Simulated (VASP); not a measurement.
# HfO2 (P1) in VASP: single point with LDA

Aim: the single point of HfO2 with LDA.

Program: VASP 6.6.1. These are calculated values, not measurements. Logs are shortened: lines on timing, memory, paths and dates and some standing lists are left out, and cuts for length are marked.

### 1 The cell of the first run

The typed cell holds 6 atoms: a = 3.449 Å, b = 3.560 Å, c = 5.082 Å, α = 91.18°, β = 91.04°, γ = 91.02°.

### 2 Single point, LDA (atoms moved at random and the cell strained at random)

INCAR

```
SYSTEM = HfO2
PREC     = Accurate       ! precision mode
ENCUT    = 520            ! plane-wave cutoff, eV
EDIFF    = 1E-6           ! SCF threshold, eV
ISMEAR   = 0              ! smearing method
SIGMA    = 0.05           ! smearing width, eV
LREAL    = .FALSE.        ! projectors in reciprocal space
LASPH    = .TRUE.         ! aspherical terms in the spheres
NELM     = 100            ! most SCF steps
ALGO     = Normal         ! electronic algorithm
ISIF     = 2              ! what is computed and relaxed
LWAVE    = .FALSE.        ! write WAVECAR
LCHARG   = .FALSE.        ! write CHGCAR
GGA      = CA             ! functional
NBANDS   = 31             ! bands
```

KPOINTS

```
Automatic mesh
0
G
  6 6 6
  0 0 0
```

POSCAR

```
HfO2
1.0
    3.4487926376     -0.0313029348     -0.0316877807
   -0.0313029348      3.5597759606     -0.0364848024
   -0.0460606840     -0.0530335326      5.0814867701
Hf O
2 4
Direct
    0.4860061559      0.5183104709      0.5044253975
   -0.0010847411     -0.0020428035      0.0020673913
   -0.0093246268      0.4924482919      0.6941291513
    0.4967009822     -0.0131247955      0.8029048196
    0.5305396411      0.0126043231      0.3057818385
   -0.0028374112      0.4918045130      0.1906914016
```

Potentials or basis: VASP PAW LDA potentials, release 64 (Hf_pv, O).

On the command line:

```console
> cat potpaw_LDA.64/Hf_pv/POTCAR potpaw_LDA.64/O/POTCAR > POTCAR
> mpirun -np 1 vasp_std > vasp.out
```

OUTCAR:

```text
SYSTEM = HfO2
   PREC = Accurate
   ENCUT = 520
   EDIFF = 1E-6
   ISMEAR = 0
   LREAL = .FALSE.
   LASPH = .TRUE.
   NELM = 100
   ISIF = 2
   GGA = CA

 ion  position               nearest neighbor table
   1  0.486  0.518  0.504-   3 1.98   3 1.98   5 2.05   5 2.06   4 2.23   6 2.30   6 2.40   4 2.45
                             2 3.46   2 3.49   2 3.51   2 3.52   2 3.58   2 3.59   2 3.62   2 3.63
   2  0.999  0.998  0.002-   6 1.99   4 1.99   4 2.01   6 2.06   5 2.25   3 2.36   5 2.37   3 2.38
                             1 3.46   1 3.49   1 3.51   1 3.52   1 3.58   1 3.59   1 3.62   1 3.63
   3  0.991  0.492  0.694-   1 1.98   1 1.98   2 2.36   2 2.38
   4  0.497  0.987  0.803-   2 1.99   2 2.01   1 2.23   1 2.45
   5  0.531  0.013  0.306-   1 2.05   1 2.06   2 2.25   2 2.37
   6  0.997  0.492  0.191-   2 1.99   2 2.06   1 2.30   1 2.40

  LATTYP: Found a triclinic cell.
 ALAT       =     3.5601005469
 B/A-ratio  =     1.3799153247
 C/A-ratio  =     2.0005336483
 COS(alpha) =     0.0024923726
 COS(beta)  =     0.4937728492
 COS(gamma) =     0.7122042110

  Lattice vectors:

 A1 = (   0.0313029348,  -3.5597759606,   0.0364848024)
 A2 = (  -3.4174897028,  -3.5284730258,   0.0681725831)
 A3 = (   3.5261562564,  -3.5380453628,  -5.0766897484)

Analysis of symmetry for initial positions (statically):
=====================================================================
 Subroutine PRICEL returns:
 Original cell was already a primitive cell.

 Routine SETGRP: Setting up the symmetry group for a
 triclinic supercell.

 Subroutine GETGRP returns: Found  1 space group operations
 (whereof  1 operations were pure point group operations)
 out of a pool of  2 trial point group operations.

The static configuration has the point symmetry C_1 .

Analysis of symmetry for dynamics (positions and initial velocities):
=====================================================================
 Subroutine PRICEL returns:
 Original cell was already a primitive cell.

 Routine SETGRP: Setting up the symmetry group for a
 triclinic supercell.

 Subroutine GETGRP returns: Found  1 space group operations
 (whereof  1 operations were pure point group operations)
 out of a pool of  2 trial point group operations.

The dynamic configuration has the point symmetry C_1 .

 Subroutine INISYM returns: Found  1 space group operations
 (whereof  1 operations are pure point group operations),
 and found     1 'primitive' translations

[... 105 lines left out ...]
   NSW    =      0    number of steps for IOM
   IBRION =     -1    ionic relax: 0-MD 1-quasi-New 2-CG
   NFREE  =      0    steps in history (QN), initial steepest desc. (CG)
   ISIF   =      2    stress and relaxation
   ISYM   =      2    0-nonsym 1-usesym 2-fastsym
   POTIM  = 0.5000    time-step for ionic-motion
   TEBEG  =    0.0;   TEEND  =   0.0 temperature during run
   PSTRESS=    0.0 pullay stress
   NELECT =      44.0000    total number of electrons
   NUPDOWN=      -1.0000    fix difference up-down
   EMIN   =  10.00;   EMAX   =-10.00  energy-range for DOS
   EFERMI =   0.00;   METHOD = LEGACY
   ISMEAR =     0;   SIGMA  =   0.05  broadening in eV -4-tet -1-fermi 0-gaus
   EFERMI_NEDOS =   21; number of points for ismear=-14 and -15
   IALGO  =     38    algorithm
   IMIX   =      4    mixing-type and parameters
     AMIX     =   0.40;   BMIX     =  1.00
     AMIX_MAG =   1.60;   BMIX_MAG =  1.00
  volume/ion in A,a.u.               =      10.39        70.15
  Fermi-wavevector in a.u.,A,eV,Ry     =   1.457376  2.754041 28.898015  2.123944
  Thomas-Fermi vector in A             =   2.574185
   LORBIT       =      0    0 simple, 1 ext, 2 COOP (PROOUT), +10 PAW based schemes
   GGA     = CA    functional components
   LHFCALC =     F    Hartree Fock is set to
   AEXX    =    0.0000 exact exchange contribution
   IVDW    =     0    specifies the selected vdW correction
   LEPSILON=     F    determine dielectric tensor
   LRPA    =     F    only Hartree local field effects (RPA)
 non-spin polarized calculation
 Gauss-broadening in eV      SIGMA  =   0.05
  energy-cutoff  :      520.00
  volume of cell :       62.37
 maximum number of plane-waves:      1701
 NGX is ok and might be reduce to    28
   NGX = 13   NGY = 13   NGZ = 19

 number of electron      43.9999994 magnetization

 Free energy of the ion-electron system (eV)
  ---------------------------------------------------
  ext. energy  EPLUGINS =         0.00000000
  ---------------------------------------------------
  free energy    TOTEN  =       -66.05284471 eV

  energy without entropy =      -66.05284471  energy(sigma->0) =      -66.05284471

 E-fermi :   4.0464     XC(G=0): -12.5288

 val. band max:        3.7454052037   @ k =  -0.0000  -0.0000   0.5000
 cond. band min:       8.4420884581   @ k =   0.0000   0.0000   0.0000
 fundamental gap:      4.6966832544
 Fermi energy:         4.0463973422

 k-point     1 :       0.0000    0.0000    0.0000
  band No.  band energies     occupation
      1     -25.3301      2.00000
      2     -24.8843      2.00000
      3     -24.8588      2.00000
      4     -24.7597      2.00000
      5     -24.7324      2.00000
      6     -24.7115      2.00000
[... 805 lines left out ...]
     30      13.6246      0.00000
     31      13.7926      0.00000

 [... further k-points ...]

------------------------ aborting loop because EDIFF is reached ----------------------------------------

  FORCE on cell =-STRESS in cart. coord.  units (eV):
  Direction    XX          YY          ZZ          XY          YZ          ZX
  --------------------------------------------------------------------------------------
  -------------------------------------------------------------------------------------
  Total        5.0464686      1.1918958      2.7008540      1.2480537      0.7361144     -0.0855070
  in kB      129.6389930     30.6186718     69.3823790     32.0613159     18.9100803     -2.1965928
  external PRESSURE =      76.5466813 kB  Pullay stress =       0.0000000 kB

 VOLUME and BASIS-vectors are now :
 -----------------------------------------------------------------------------
  energy-cutoff  :      520.00
  volume of cell :       62.37
      direct lattice vectors                 reciprocal lattice vectors
     3.448792638 -0.031302935 -0.031687781     0.290004339  0.002577375  0.002655618
    -0.031302935  3.559775961 -0.036484802     0.002577375  0.280969513  0.002955734
    -0.046060684 -0.053033533  5.081486770     0.001826951  0.002033418  0.196830580

 POSITION                                       TOTAL-FORCE (eV/Angst)
 -----------------------------------------------------------------------------------
      1.63668      1.80310      2.52892         0.122630      0.066867     -1.297568
      3.41372      3.52113     -0.05756        -0.013413     -0.509379      0.478383
      3.36925      1.68518      3.47785         0.231193     -0.144732      0.769704
      1.64514      3.45493      4.02820        -0.196189      0.113561     -0.446958
      1.81524      0.01204      1.53655        -0.787341     -0.714520      0.090035
      3.41483      1.70939      0.91945         0.643119      1.188202      0.406405
 -----------------------------------------------------------------------------------
    total drift:                               -0.000529      0.000373     -0.001037

  FREE ENERGIE OF THE ION-ELECTRON SYSTEM (eV)
  ---------------------------------------------------
  free  energy   TOTEN  =       -66.0528447137 eV

  energy  without entropy=      -66.0528447137  energy(sigma->0) =      -66.05284471
```

stdout:

```text
POSCAR found type information on POSCAR HfO
 POSCAR found :  2 types and       6 ions
 scaLAPACK will be used
 LDA part: xc-table for (Slater(with rela. corr.)+CA(PZ))
 , standard interpolation
 POSCAR, INCAR and KPOINTS ok, starting setup
 FFT: planning ... GRIDC
 FFT: planning ... GRID_SOFT
 FFT: planning ... GRID
 WAVECAR not read
 entering main loop
```

It took 4.2 min on 1 thread of Intel Xeon 8259CL, shared host; peak memory 0.28 GiB.

What came out:

```yaml
Free_energy: -66.0528 eV
Pressure: 7.7 GPa
Largest_force: 1.411 eV/Å
Band_gap_on_the_k_mesh: 4.70 eV, indirect (least direct gap 4.79 eV)
```

Forces on the atoms (eV/Å):
```
Hf   0.123  0.067 -1.298
Hf  -0.013 -0.509  0.478
O    0.231 -0.145  0.770
O   -0.196  0.114 -0.447
O   -0.787 -0.715  0.090
O    0.643  1.188  0.406
```

Caveat: the cell differs from its parent crystal (atoms moved at random and the cell strained at random); spin-orbit coupling is left out, which moves the levels of the heavy elements; forces of over 1 eV/Å act on the atoms, so gaps and moduli don't describe the material at rest. A k mesh can miss the band edges.
